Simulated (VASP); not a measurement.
CdTe, 2 atoms in the cell. Symmetry: F-43m, No. 216, cubic system. Conventional cell: a = 6.410 Å, b = 6.410 Å, c = 6.410 Å, α = 90.00°, β = 90.00°, γ = 90.00°. Within 3.7 Å of Cd (site symmetry -43m) lie 4 Te at 2.78 Å. Te (site symmetry -43m) has 4 Cd at 2.78 Å within 3.7 Å. 

| Item | Value |
| --- | --- |
| Program | VASP 6.6.1 |
| Task | single point |
| Functional | PBE |
| Potentials or basis | VASP PAW PBE potentials, release 64 (Cd, Te) |
| Cutoff | 500 eV |
| k mesh | 6 × 6 × 6 |
| Occupations | gaussian, width 0.02 eV |
| Spin | no spin polarisation |
| Dipole correction | no |
| Further INCAR settings | ALGO = Normal; EDIFF = 1e-06; NBANDS = 16 |

Potentials or basis: VASP PAW PBE potentials, release 64 (Cd, Te).

Run with:

```bash
$ cat potpaw_PBE.64/Cd/POTCAR potpaw_PBE.64/Te/POTCAR > POTCAR
$ mpirun -np 1 vasp_std > vasp.out
```

Hardware: 1 thread of AMD EPYC 9R45 96-Core Processor (Zen 5) (shared host).

Question: How long does it take, and how much memory?

Answer: Wall time 14 s on 1 thread of AMD EPYC 9R45 96-Core Processor (Zen 5) (shared host), peak memory 0.18 GiB. Counts: scf iterations 13, k points 16.
